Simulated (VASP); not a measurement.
Wanted: the native input for a VASP 6.6.1 run.

```
Task                   : single point
Functional             : LDA
Potentials or basis    : VASP PAW LDA potentials, release 64 (W_sv, S)
Cutoff                 : 520 eV
k mesh                 : 7 × 7 × 1
Occupations            : fermi-dirac, width 0.05 eV
Spin                   : no spin polarisation
Dipole correction      : no
Further INCAR settings : ALGO = Normal; EDIFF = 1e-06; NBANDS = 49
```

The structure of WS2 lies in POSCAR:

```
WS2
1.0
    3.0890798850      0.0000000000      0.0000000000
   -1.5445399425      2.6752216547      0.0000000000
    0.0000000000      0.0000000000     17.9245615457
W S
3 6
Direct
    0.6666666667      0.3333333333      0.3369315277
    0.6666666667      0.3333333333      0.9825205692
    0.0000000000      0.0000000000      0.6597258991
    0.6666666667      0.3333333333      0.5722674983
    0.0000000000      0.0000000000      0.2496292107
    0.0000000000      0.0000000000      0.8950173058
    0.6666666667      0.3333333333      0.7471843060
    0.0000000000      0.0000000000      0.4244347815
    0.0000000000      0.0000000000      1.0698228918
```

These files were run (other wordings do the same):

INCAR

```
SYSTEM = WS2
PREC = Accurate
ENCUT = 520
EDIFF = 1E-6
ISMEAR = -1
SIGMA = 0.05
LREAL = .False.
LASPH = .True.
NELM = 80
ALGO = Normal
ISIF = 2
LWAVE = .False.
LCHARG = .True.
GGA = CA
LELF = .True.
LVHAR = .True.
NBANDS = 49
```

KPOINTS

```
regular mesh
0
Gamma
  7 7 1
  0 0 0
```

Potentials or basis: VASP PAW LDA potentials, release 64 (W_sv, S).

The run is started by

```bash
$ cat potpaw_LDA.64/W_sv/POTCAR potpaw_LDA.64/S/POTCAR > POTCAR
$ mpirun -np 1 vasp_std > vasp.out
```

Results of the run:

* Pressure: 5.4 GPa
* Largest force: 0.050 eV/Å
* Band gap on the k mesh: 0.84 eV (least direct gap 2.20 eV)

Caveat: the cell stands under pressure; spin-orbit coupling is left out, which moves the levels of the heavy elements.

It took 2.3 min on 1 thread of Intel(R) Xeon(R) Platinum 8259CL CPU @ 2.50GHz (Skylake/Cascade Lake) (shared host), peak memory 0.23 GiB.
